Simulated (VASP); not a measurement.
# Lu (Fd-3m) in VASP: notebook, part 2 of 3

VASP 6.6.1.

## 3. Single point, revPBE (volume scaled by 0.92)

File INCAR:

```
PREC = Accurate
ENCUT = 520
EDIFF = 1E-7
ISMEAR = -1
SIGMA = 0.1
LREAL = False
LASPH = True
NELM = 100
ALGO = Normal
ISIF = 2
LWAVE = False
LCHARG = True
GGA = RE
LELF = True
LVHAR = True
NBANDS = 32
```

File KPOINTS:

```
Automatic mesh
0
Gamma
  8 8 8
```

File POSCAR:

```
Lu
1.0
    0.0000000000      3.6575065202      3.6575065202
    3.6575065202      0.0000000000      3.6575065202
    3.6575065202      3.6575065202      0.0000000000
Lu
2
Direct
    0.1250000000      0.1250000000      0.1250000000
    0.8750000000      0.8750000000      0.8750000000
```

Potentials or basis: VASP PAW PBE potentials, release 64 (Lu).

On the command line:

```console
cat potpaw_PBE.64/Lu/POTCAR > POTCAR
mpirun -np 1 vasp_std > vasp.out
```

OUTCAR:

```text
PREC = Accurate
   ENCUT = 520
   EDIFF = 1E-7
   ISMEAR = -1
   LREAL = False
   LASPH = True
   NELM = 100
   ISIF = 2
   GGA = RE

 ion  position               nearest neighbor table
   1  0.125  0.125  0.125-   2 3.17   2 3.17   2 3.17   2 3.17
   2  0.875  0.875  0.875-   1 3.17   1 3.17   1 3.17   1 3.17

  LATTYP: Found a face centered cubic cell.
 ALAT       =     7.3150130404

  Lattice vectors:

 A1 = (   0.0000000000,   3.6575065202,   3.6575065202)
 A2 = (   3.6575065202,   0.0000000000,   3.6575065202)
 A3 = (   3.6575065202,   3.6575065202,   0.0000000000)

Analysis of symmetry for initial positions (statically):
=====================================================================
 Subroutine PRICEL returns:
 Original cell was already a primitive cell.

 Routine SETGRP: Setting up the symmetry group for a
 face centered cubic supercell.

 Subroutine GETGRP returns: Found 48 space group operations
 (whereof 12 operations were pure point group operations)
 out of a pool of 48 trial point group operations.

The static configuration has the point symmetry D_3d.
 The point group associated with its full space group is O_h .

Analysis of symmetry for dynamics (positions and initial velocities):
=====================================================================
 Subroutine PRICEL returns:
 Original cell was already a primitive cell.

 Routine SETGRP: Setting up the symmetry group for a
 face centered cubic supercell.

 Subroutine GETGRP returns: Found 48 space group operations
 (whereof 12 operations were pure point group operations)
 out of a pool of 48 trial point group operations.

The dynamic configuration has the point symmetry D_3d.
 The point group associated with its full space group is O_h .

 Subroutine INISYM returns: Found 48 space group operations
 (whereof 12 operations are pure point group operations),
 and found     1 'primitive' translations

----------------------------------------------------------------------------------------

                                     Primitive cell

  volume of cell :      97.8555

  direct lattice vectors                    reciprocal lattice vectors
     0.000000000  3.657506520  3.657506520    -0.136705156  0.136705156  0.136705156
     3.657506520  0.000000000  3.657506520     0.136705156 -0.136705156  0.136705156
     3.657506520  3.657506520  0.000000000     0.136705156  0.136705156 -0.136705156

  length of vectors
     5.172495325  5.172495325  5.172495325     0.236780276  0.236780276  0.236780276

  position of ions in fractional coordinates (direct lattice)
     0.125000000  0.125000000  0.125000000
     0.875000000  0.875000000  0.875000000

  ion indices of the primitive-cell ions
   primitive index   ion index
                 1           1
                 2           2

----------------------------------------------------------------------------------------

 KPOINTS: Automatic mesh

Automatic generation of k-mesh.
 Grid dimensions read from file:
 generate k-points for:    8    8    8

 Generating k-lattice:

  Cartesian coordinates                     Fractional coordinates (reciprocal lattice)
    -0.017088145  0.017088145  0.017088145     0.125000000  0.000000000  0.000000000
     0.017088145 -0.017088145  0.017088145     0.000000000  0.125000000  0.000000000
     0.017088145  0.017088145 -0.017088145     0.000000000  0.000000000  0.125000000

  Length of vectors
     0.029597535  0.029597535  0.029597535

  Shift w.r.t. Gamma in fractional coordinates (k-lattice)
     0.000000000  0.000000000  0.000000000

 Subroutine IBZKPT returns following result:
 ===========================================

 Found     29 irreducible k-points:

 Following reciprocal coordinates:
            Coordinates               Weight
  0.000000  0.000000  0.000000      1.000000
  0.125000  0.000000  0.000000      8.000000
  0.250000  0.000000  0.000000      8.000000
  0.375000  0.000000  0.000000      8.000000
  0.500000  0.000000  0.000000      4.000000
  0.125000  0.125000  0.000000      6.000000
[... 16 lines left out ...]
  0.500000  0.250000  0.125000     48.000000
 -0.375000  0.250000  0.125000     24.000000
 [... further k-points ...]
   k-points           NKPTS =     29   k-points in BZ     NKDIM =     29   number of bands    NBANDS=     32
   number of dos      NEDOS =    301   number of ions     NIONS =      2
   total plane-waves  NPLWV =  64000
   dimension x,y,z NGX =    40 NGY =   40 NGZ =   40
   dimension x,y,z NGXF=    80 NGYF=   80 NGZF=   80
   ions per type =               2
   NGX,Y,Z   is equivalent  to a cutoff of  12.86, 12.86, 12.86 a.u.
   NGXF,Y,Z  is equivalent  to a cutoff of  25.71, 25.71, 25.71 a.u.
 SYSTEM =  unknown system
   PREC   = accura    normal or accurate (medium, high low for compatibility)
   ISTART =      0    job   : 0-new  1-cont  2-samecut
   ICHARG =      2    charge: 1-file 2-atom 10-const
   ISPIN  =      1    spin polarized calculation?
   LNONCOLLINEAR =      F non collinear calculations
   LSORBIT =      F    spin-orbit coupling
   LASPH  =      T    aspherical Exc in radial PAW
   ENCUT  =  520.0 eV  38.22 Ry    6.18 a.u.   9.62  9.62  9.62*2*pi/ulx,y,z
   NELM   =    100;   NELMIN=  2; NELMDL= -5     # of ELM steps
   EDIFF  = 0.1E-06   stopping-criterion for ELM
   LREAL  =      F    real-space projection
   EDIFFG = 0.1E-05   stopping-criterion for IOM
   NSW    =      0    number of steps for IOM
   IBRION =     -1    ionic relax: 0-MD 1-quasi-New 2-CG
   NFREE  =      0    steps in history (QN), initial steepest desc. (CG)
   ISIF   =      2    stress and relaxation
   ISYM   =      2    0-nonsym 1-usesym 2-fastsym
   POTIM  = 0.5000    time-step for ionic-motion
   TEBEG  =    0.0;   TEEND  =   0.0 temperature during run
   PSTRESS=    0.0 pullay stress
   NELECT =      50.0000    total number of electrons
   NUPDOWN=      -1.0000    fix difference up-down
   EMIN   =  10.00;   EMAX   =-10.00  energy-range for DOS
   EFERMI =   0.00;   METHOD = LEGACY
   ISMEAR =    -1;   SIGMA  =   0.10  broadening in eV -4-tet -1-fermi 0-gaus
   EFERMI_NEDOS =   21; number of points for ismear=-14 and -15
   IALGO  =     38    algorithm
   IMIX   =      4    mixing-type and parameters
     AMIX     =   0.40;   BMIX     =  1.00
     AMIX_MAG =   1.60;   BMIX_MAG =  1.00
  volume/ion in A,a.u.               =      48.93       330.18
  Fermi-wavevector in a.u.,A,eV,Ry     =   1.308789  2.473253 23.305819  1.712929
  Thomas-Fermi vector in A             =   2.439432
   LORBIT       =      0    0 simple, 1 ext, 2 COOP (PROOUT), +10 PAW based schemes
   GGA     = RE    functional components
   LHFCALC =     F    Hartree Fock is set to
   AEXX    =    0.0000 exact exchange contribution
   IVDW    =     0    specifies the selected vdW correction
   LEPSILON=     F    determine dielectric tensor
   LRPA    =     F    only Hartree local field effects (RPA)
 non-spin polarized calculation
  energy-cutoff  :      520.00
  volume of cell :       97.86
 maximum number of plane-waves:      2685
 NGX is ok and might be reduce to    40
   NGX = 19   NGY = 19   NGZ = 19

 number of electron      50.0000010 magnetization

 Free energy of the ion-electron system (eV)
  ---------------------------------------------------
  ext. energy  EPLUGINS =         0.00000000
  ---------------------------------------------------
  free energy    TOTEN  =        -4.62763895 eV

  energy without entropy =       -4.47385043  energy(sigma->0) =       -4.55074469

 E-fermi :   0.1742     XC(G=0):  -8.1471

 val. band max:        0.1689960354   @ k =  -0.3750   0.2500   0.0000
 cond. band min:       0.2275085043   @ k =   0.5000   0.2500   0.1250
 fundamental gap:      0.0585124689
 Fermi energy:         0.1742199952

 k-point     1 :       0.0000    0.0000    0.0000
  band No.  band energies     occupation
      1     -57.0696      2.00000
      2     -57.0099      2.00000
      3     -27.8183      2.00000
      4     -27.8183      2.00000
      5     -27.8183      2.00000
      6     -27.5237      2.00000
[... 24 lines left out ...]
     31       2.0582      0.00000
     32       5.1518      0.00000
[... 774 lines left out ...]
      2     -57.0292      2.00000
      3     -27.8740      2.00000
      4     -27.8587      2.00000
      5     -27.7528      2.00000
      6     -27.5941      2.00000
[... 24 lines left out ...]
     31       2.7317      0.00000
     32       3.8877      0.00000

 [... further k-points ...]

------------------------ aborting loop because EDIFF is reached ----------------------------------------

  FORCE on cell =-STRESS in cart. coord.  units (eV):
  Direction    XX          YY          ZZ          XY          YZ          ZX
  --------------------------------------------------------------------------------------
  -------------------------------------------------------------------------------------
  Total        0.6910061      0.6910061      0.6910061     -0.0000000     -0.0000000      0.0000000
  in kB       11.3137653     11.3137653     11.3137653     -0.0000000     -0.0000000      0.0000000
  external PRESSURE =      11.3137653 kB  Pullay stress =       0.0000000 kB

 VOLUME and BASIS-vectors are now :
 -----------------------------------------------------------------------------
  energy-cutoff  :      520.00
  volume of cell :       97.86
      direct lattice vectors                 reciprocal lattice vectors
     0.000000000  3.657506520  3.657506520    -0.136705156  0.136705156  0.136705156
     3.657506520  0.000000000  3.657506520     0.136705156 -0.136705156  0.136705156
     3.657506520  3.657506520  0.000000000     0.136705156  0.136705156 -0.136705156

 POSITION                                       TOTAL-FORCE (eV/Angst)
 -----------------------------------------------------------------------------------
      0.91438      0.91438      0.91438         0.000000     -0.000000     -0.000000
      6.40064      6.40064      6.40064        -0.000000      0.000000      0.000000
 -----------------------------------------------------------------------------------
    total drift:                                0.000000      0.000000     -0.000000

  FREE ENERGIE OF THE ION-ELECTRON SYSTEM (eV)
  ---------------------------------------------------
  free  energy   TOTEN  =        -4.6276389530 eV

  energy  without entropy=       -4.4738504250  energy(sigma->0) =       -4.55074469
```

Wall time 52 s (1 thread of Intel Xeon Platinum 8559C (Emerald Rapids), shared host); peak memory 0.27 GiB.

Results:

```yaml
Free_energy: -4.6276 eV
Pressure: 1.1 GPa
Band_gap_on_the_k_mesh: zero (band 25 reaches 0.72 eV, above the bottom of band 26 at -0.39 eV)
```

Caveat: the PAW data sets were made with another functional, which shifts forces and pressure a little; spin-orbit coupling is left out, which moves the levels of the heavy elements.

## 4. Single point, revPBE (volume scaled by 0.96)

File INCAR:

```
ALGO = Normal
EDIFF = 1E-6
ENCUT = 520
GGA = RE
ISIF = 2
ISMEAR = -1
LASPH = T
LCHARG = T
LELF = T
LREAL = F
LVHAR = T
LWAVE = F
NBANDS = 32
NELM = 100
PREC = Accurate
SIGMA = 0.1
```

File KPOINTS:

```
k-points
0
Gamma
  8 8 8
```

File POSCAR:

```
Lu
1.0
    0.0000000000      3.7097636736      3.7097636736
    3.7097636736      0.0000000000      3.7097636736
    3.7097636736      3.7097636736      0.0000000000
Lu
2
Direct
    0.1250000000      0.1250000000      0.1250000000
    0.8750000000      0.8750000000      0.8750000000
```

On the command line:

```console
cat potpaw_PBE.64/Lu/POTCAR > POTCAR
mpirun -np 1 vasp_std > vasp.out
```

It took 52 s on 1 thread of Intel Xeon Platinum 8559C (Emerald Rapids), shared host; peak memory 0.29 GiB.

The run converged. Its results:

```yaml
Free_energy: -4.6505 eV
Pressure: 0.6 GPa
Band_gap_on_the_k_mesh: zero (band 25 reaches 0.58 eV, above the bottom of band 26 at -0.44 eV)
```

Levels at points of the mesh, in eV from the Fermi level:
```tsv
k point	band 20	band 21	band 22	band 23	band 24	band 25	band 26	band 27	band 28	band 29
(0.00, 0.00, 0.00)	-5.89	-5.89	-5.89	-4.44	0.39	0.39	0.44	0.44	0.44	1.81
(0.50, 0.00, 0.00)	-5.91	-5.90	-5.90	-2.89	-1.02	0.25	0.31	0.31	0.65	0.65
(0.50, 0.50, 0.00)	-5.90	-5.90	-5.90	-1.57	-1.57	-0.51	-0.51	0.80	0.80	2.22
```

Caveat: the PAW data sets were made with another functional, which shifts forces and pressure a little; spin-orbit coupling is left out, which moves the levels of the heavy elements.

[end of part 2 of 3]
